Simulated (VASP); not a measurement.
# CoSi (rocksalt type) (Fm-3m) in VASP: further runs

Runs on CoSi (rocksalt type). Level: PBE. Tasks: single point.

Program: VASP 6.6.1. These are calculated values, not measurements. Logs are shortened: lines on timing, memory, paths and dates and some standing lists are left out, and cuts for length are marked.

## (1) The cell of the first run

It takes space group Fm-3m (No. 225, cubic). The conventional cell has a = 4.293 Å, b = 4.293 Å, c = 4.293 Å, α = 90.00°, β = 90.00°, γ = 90.00°. Co (site symmetry m-3m) has 6 Si at 2.15 Å within 2.8 Å. Si (site symmetry m-3m) has 6 Co at 2.15 Å within 2.8 Å.

## (2) Single point, PBE (volume scaled by 0.78, to set the pressure)

INCAR

```
SYSTEM = CoSi
  PREC = Accurate
  ENCUT = 520
  EDIFF = 1E-7
  ISMEAR = -1
  SIGMA = 0.08
  LREAL = .False.
  LASPH = .True.
  NELM = 60
  ALGO = Normal
  ISIF = 2
  LWAVE = .False.
  LCHARG = .False.
  GGA = PE
  NBANDS = 14
```

KPOINTS

```
Automatic mesh
0
Gamma
  16 16 16
  0 0 0
```

POSCAR

```
CoSi
1.0
    0.0000000000      2.1464766656      2.1464766656
    2.1464766656      0.0000000000      2.1464766656
    2.1464766656      2.1464766656      0.0000000000
Co Si
1 1
Direct
    0.0000000000      0.0000000000      0.0000000000
    0.5000000000      0.5000000000      0.5000000000
```

Potentials or basis: VASP PAW PBE potentials, release 64 (Co, Si).

The run is started by

```
> cat potpaw_PBE.64/Co/POTCAR potpaw_PBE.64/Si/POTCAR > POTCAR
> mpirun -np 1 vasp_std > vasp.out
```

OUTCAR:

```text
SYSTEM = CoSi
   PREC = Accurate
   ENCUT = 520
   EDIFF = 1E-7
   ISMEAR = -1
   LREAL = .False.
   LASPH = .True.
   NELM = 60
   ISIF = 2
   GGA = PE

 ion  position               nearest neighbor table
   1  0.000  0.000  0.000-   2 2.15   2 2.15   2 2.15   2 2.15   2 2.15   2 2.15
   2  0.500  0.500  0.500-   1 2.15   1 2.15   1 2.15   1 2.15   1 2.15   1 2.15

  LATTYP: Found a face centered cubic cell.
 ALAT       =     4.2929533312

  Lattice vectors:

 A1 = (   0.0000000000,   2.1464766656,   2.1464766656)
 A2 = (   2.1464766656,   0.0000000000,   2.1464766656)
 A3 = (   2.1464766656,   2.1464766656,   0.0000000000)

Analysis of symmetry for initial positions (statically):
=====================================================================
 Subroutine PRICEL returns:
 Original cell was already a primitive cell.

 Routine SETGRP: Setting up the symmetry group for a
 face centered cubic supercell.

 Subroutine GETGRP returns: Found 48 space group operations
 (whereof 48 operations were pure point group operations)
 out of a pool of 48 trial point group operations.

The static configuration has the point symmetry O_h .

Analysis of symmetry for dynamics (positions and initial velocities):
=====================================================================
 Subroutine PRICEL returns:
 Original cell was already a primitive cell.

 Routine SETGRP: Setting up the symmetry group for a
 face centered cubic supercell.

 Subroutine GETGRP returns: Found 48 space group operations
 (whereof 48 operations were pure point group operations)
 out of a pool of 48 trial point group operations.

The dynamic configuration has the point symmetry O_h .

 Subroutine INISYM returns: Found 48 space group operations
 (whereof 48 operations are pure point group operations),
 and found     1 'primitive' translations

----------------------------------------------------------------------------------------

                                     Primitive cell

  volume of cell :      19.7792

  direct lattice vectors                    reciprocal lattice vectors
     0.000000000  2.146476666  2.146476666    -0.232939872  0.232939872  0.232939872
     2.146476666  0.000000000  2.146476666     0.232939872 -0.232939872  0.232939872
     2.146476666  2.146476666  0.000000000     0.232939872  0.232939872 -0.232939872

  length of vectors
     3.035576412  3.035576412  3.035576412     0.403463694  0.403463694  0.403463694

  position of ions in fractional coordinates (direct lattice)
     0.000000000  0.000000000  0.000000000
     0.500000000  0.500000000  0.500000000

  ion indices of the primitive-cell ions
   primitive index   ion index
                 1           1
                 2           2

----------------------------------------------------------------------------------------

 KPOINTS: Automatic mesh

Automatic generation of k-mesh.
 Grid dimensions read from file:
 generate k-points for:   16   16   16

 Generating k-lattice:

  Cartesian coordinates                     Fractional coordinates (reciprocal lattice)
    -0.014558742  0.014558742  0.014558742     0.062500000  0.000000000  0.000000000
     0.014558742 -0.014558742  0.014558742     0.000000000  0.062500000  0.000000000
     0.014558742  0.014558742 -0.014558742     0.000000000  0.000000000  0.062500000

  Length of vectors
     0.025216481  0.025216481  0.025216481

  Shift w.r.t. Gamma in fractional coordinates (k-lattice)
     0.000000000  0.000000000  0.000000000

 Subroutine IBZKPT returns following result:
 ===========================================

 Found    145 irreducible k-points:

 Following reciprocal coordinates:
            Coordinates               Weight
  0.000000  0.000000  0.000000      1.000000
  0.062500  0.000000  0.000000      8.000000
  0.125000  0.000000  0.000000      8.000000
  0.187500  0.000000  0.000000      8.000000
  0.250000  0.000000  0.000000      8.000000
  0.312500  0.000000  0.000000      8.000000
[... 16 lines left out ...]
 -0.125000  0.062500  0.000000     24.000000
 -0.062500  0.062500  0.000000     12.000000
 [... further k-points ...]
   k-points           NKPTS =    145   k-points in BZ     NKDIM =    145   number of bands    NBANDS=     14
   number of dos      NEDOS =    301   number of ions     NIONS =      2
   total plane-waves  NPLWV =  13824
   dimension x,y,z NGX =    24 NGY =   24 NGZ =   24
   dimension x,y,z NGXF=    48 NGYF=   48 NGZF=   48
   ions per type =               1   1
   NGX,Y,Z   is equivalent  to a cutoff of  13.14, 13.14, 13.14 a.u.
   NGXF,Y,Z  is equivalent  to a cutoff of  26.29, 26.29, 26.29 a.u.
 SYSTEM =  CoSi
   PREC   = accura    normal or accurate (medium, high low for compatibility)
   ISTART =      0    job   : 0-new  1-cont  2-samecut
   ICHARG =      2    charge: 1-file 2-atom 10-const
   ISPIN  =      1    spin polarized calculation?
   LNONCOLLINEAR =      F non collinear calculations
   LSORBIT =      F    spin-orbit coupling
   LASPH  =      T    aspherical Exc in radial PAW
   ENCUT  =  520.0 eV  38.22 Ry    6.18 a.u.   5.64  5.64  5.64*2*pi/ulx,y,z
   NELM   =     60;   NELMIN=  2; NELMDL= -5     # of ELM steps
   EDIFF  = 0.1E-06   stopping-criterion for ELM
   LREAL  =      F    real-space projection
   EDIFFG = 0.1E-05   stopping-criterion for IOM
   NSW    =      0    number of steps for IOM
   IBRION =     -1    ionic relax: 0-MD 1-quasi-New 2-CG
   NFREE  =      0    steps in history (QN), initial steepest desc. (CG)
   ISIF   =      2    stress and relaxation
   ISYM   =      2    0-nonsym 1-usesym 2-fastsym
   POTIM  = 0.5000    time-step for ionic-motion
   TEBEG  =    0.0;   TEEND  =   0.0 temperature during run
   PSTRESS=    0.0 pullay stress
   NELECT =      13.0000    total number of electrons
   NUPDOWN=      -1.0000    fix difference up-down
   EMIN   =  10.00;   EMAX   =-10.00  energy-range for DOS
   EFERMI =   0.00;   METHOD = LEGACY
   ISMEAR =    -1;   SIGMA  =   0.08  broadening in eV -4-tet -1-fermi 0-gaus
   EFERMI_NEDOS =   21; number of points for ismear=-14 and -15
   IALGO  =     38    algorithm
   IMIX   =      4    mixing-type and parameters
     AMIX     =   0.40;   BMIX     =  1.00
     AMIX_MAG =   1.60;   BMIX_MAG =  1.00
  volume/ion in A,a.u.               =       9.89        66.74
  Fermi-wavevector in a.u.,A,eV,Ry     =   1.423376  2.689791 27.565411  2.026001
  Thomas-Fermi vector in A             =   2.543981
   LORBIT       =      0    0 simple, 1 ext, 2 COOP (PROOUT), +10 PAW based schemes
   GGA     = PE    functional components
   LHFCALC =     F    Hartree Fock is set to
   AEXX    =    0.0000 exact exchange contribution
   IVDW    =     0    specifies the selected vdW correction
   LEPSILON=     F    determine dielectric tensor
   LRPA    =     F    only Hartree local field effects (RPA)
 non-spin polarized calculation
  energy-cutoff  :      520.00
  volume of cell :       19.78
 maximum number of plane-waves:       544
   NGX = 11   NGY = 11   NGZ = 11

 number of electron      13.0000006 magnetization

 Free energy of the ion-electron system (eV)
  ---------------------------------------------------
  ext. energy  EPLUGINS =         0.00000000
  ---------------------------------------------------
  free energy    TOTEN  =       -11.33739794 eV

  energy without entropy =      -11.31567547  energy(sigma->0) =      -11.32653671

 E-fermi :  13.7366     XC(G=0): -13.2780

 val. band max:       13.7313865689   @ k =  -0.4375   0.5000   0.0625
 cond. band min:      13.7370365437   @ k =  -0.2500   0.4375   0.1875
 fundamental gap:      0.0056499748
 Fermi energy:        13.7366089947

 k-point     1 :       0.0000    0.0000    0.0000
  band No.  band energies     occupation
      1      -0.5886      2.00000
      2      10.7601      2.00000
      3      10.7601      2.00000
      4      10.7601      2.00000
      5      10.9914      2.00000
      6      10.9914      2.00000
      7      19.4184      0.00000
      8      19.4184      0.00000
      9      19.4184      0.00000
     10      25.6581      0.00000
     11      25.6581      0.00000
     12      25.6581      0.00000
     13      25.9408      0.00000
     14      31.1337      0.00000

 k-point     2 :       0.0625    0.0000    0.0000
  band No.  band energies     occupation
      1      -0.4918      2.00000
      2      10.6798      2.00000
      3      10.7772      2.00000
      4      10.7772      2.00000
      5      10.9624      2.00000
      6      10.9624      2.00000
      7      19.0072      0.00000
      8      19.4877      0.00000
      9      19.4877      0.00000
     10      24.7181      0.00000
     11      25.7086      0.00000
     12      25.7086      0.00000
     13      27.2003      0.00000
     14      30.2128      0.00000

 k-point     3 :       0.1250    0.0000    0.0000
  band No.  band energies     occupation
      1      -0.2029      2.00000
      2      10.4351      2.00000
      3      10.6956      2.00000
      4      10.6956      2.00000
      5      11.0196      2.00000
      6      11.0196      2.00000
      7      17.9773      0.00000
      8      19.6748      0.00000
      9      19.6748      0.00000
     10      23.9747      0.00000
     11      25.7846      0.00000
     12      25.7846      0.00000
     13      28.5685      0.00000
     14      28.9807      0.00000
[... 324 lines left out ...]
 k-point    23 :      -0.1250    0.0625    0.0000
  band No.  band energies     occupation
      1       0.0197      2.00000
      2      10.2932      2.00000
      3      10.5630      2.00000
      4      10.6101      2.00000
      5      10.9956      2.00000
      6      11.1953      2.00000
      7      17.6242      0.00000
      8      18.8623      0.00000
      9      20.3710      0.00000
     10      23.8513      0.00000
     11      25.5954      0.00000
     12      25.7637      0.00000
     13      27.3478      0.00000
     14      29.4465      0.00000

 k-point    24 :      -0.0625    0.0625    0.0000
  band No.  band energies     occupation
      1      -0.3311      2.00000
      2      10.5687      2.00000
      3      10.7162      2.00000
      4      10.8202      2.00000
      5      10.8468      2.00000
      6      11.0418      2.00000
      7      18.6721      0.00000
      8      19.0100      0.00000
      9      19.8865      0.00000
     10      24.2619      0.00000
     11      25.7366      0.00000
     12      25.7566      0.00000
     13      28.1990      0.00000
     14      28.6682      0.00000

 [... further k-points ...]

------------------------ aborting loop because EDIFF is reached ----------------------------------------

  FORCE on cell =-STRESS in cart. coord.  units (eV):
  Direction    XX          YY          ZZ          XY          YZ          ZX
  --------------------------------------------------------------------------------------
  -------------------------------------------------------------------------------------
  Total        8.5011535      8.5011535      8.5011535     -0.0000000     -0.0000000      0.0000000
  in kB      688.6204763    688.6204763    688.6204763     -0.0000000     -0.0000000      0.0000000
  external PRESSURE =     688.6204763 kB  Pullay stress =       0.0000000 kB

 VOLUME and BASIS-vectors are now :
 -----------------------------------------------------------------------------
  energy-cutoff  :      520.00
  volume of cell :       19.78
      direct lattice vectors                 reciprocal lattice vectors
     0.000000000  2.146476666  2.146476666    -0.232939872  0.232939872  0.232939872
     2.146476666  0.000000000  2.146476666     0.232939872 -0.232939872  0.232939872
     2.146476666  2.146476666  0.000000000     0.232939872  0.232939872 -0.232939872

 POSITION                                       TOTAL-FORCE (eV/Angst)
 -----------------------------------------------------------------------------------
      0.00000      0.00000      0.00000         0.000000     -0.000000      0.000000
      2.14648      2.14648      2.14648        -0.000000      0.000000     -0.000000
 -----------------------------------------------------------------------------------
    total drift:                                0.000000     -0.000000     -0.000000

  FREE ENERGIE OF THE ION-ELECTRON SYSTEM (eV)
  ---------------------------------------------------
  free  energy   TOTEN  =       -11.3373979437 eV

  energy  without entropy=      -11.3156754717  energy(sigma->0) =      -11.32653671
```

Run time: 30 s. Hardware: 1 thread of AMD EPYC 7R13 (Zen 3), shared host; peak memory 0.14 GiB.

What came out:

* Free energy: -11.3374 eV
* Pressure: 68.9 GPa

Caveat: the cell differs from its parent crystal (volume scaled by 0.78, to set the pressure).

## (3) Single point, PBE

INCAR

```
PREC = Accurate
ENCUT = 520
EDIFF = 1E-6
ISMEAR = -1
SIGMA = 0.08
LREAL = False
LASPH = True
NELM = 100
ALGO = Normal
ISIF = 2
LWAVE = False
LCHARG = False
GGA = PE
NBANDS = 14
```

KPOINTS

```
regular mesh
0
Gamma
  16 16 16
```

POSCAR

```
CoSi
1.0
    0.0000000000      2.1471279612      2.1471279612
    2.1471279612      0.0000000000      2.1471279612
    2.1471279612      2.1471279612      0.0000000000
Co Si
1 1
Direct
    0.0000000000      0.0000000000      0.0000000000
    0.5000000000      0.5000000000      0.5000000000
```

Potentials or basis: VASP PAW PBE potentials, release 64 (Co, Si).

The run is started by

```
> cat potpaw_PBE.64/Co/POTCAR potpaw_PBE.64/Si/POTCAR > POTCAR
> mpirun -np 1 vasp_std > vasp.out
```

Run time: 26 s. Hardware: 1 thread of AMD EPYC 7R13 (Zen 3), shared host; peak memory 0.14 GiB.

It converged, with:

```yaml
Free_energy: -11.3451 eV
Pressure: 68.5 GPa
```

Levels at points of the mesh, in eV from the Fermi level:
```
           k point  band 3  band 4  band 5  band 6  band 7  band 8  band 9  band 10
(0.00, 0.00, 0.00)   -2.97   -2.97   -2.74   -2.74    5.68    5.68    5.68    11.92
(0.50, 0.00, 0.00)   -4.07   -4.07   -1.40   -1.40   -0.31    7.26    7.26     7.79
(0.50, 0.50, 0.00)   -4.70   -2.07   -1.05   -1.05    0.01    0.01    0.36     6.95
```

Spin polarisation is off, so any magnetic state and its effect on volume and gap are missing.
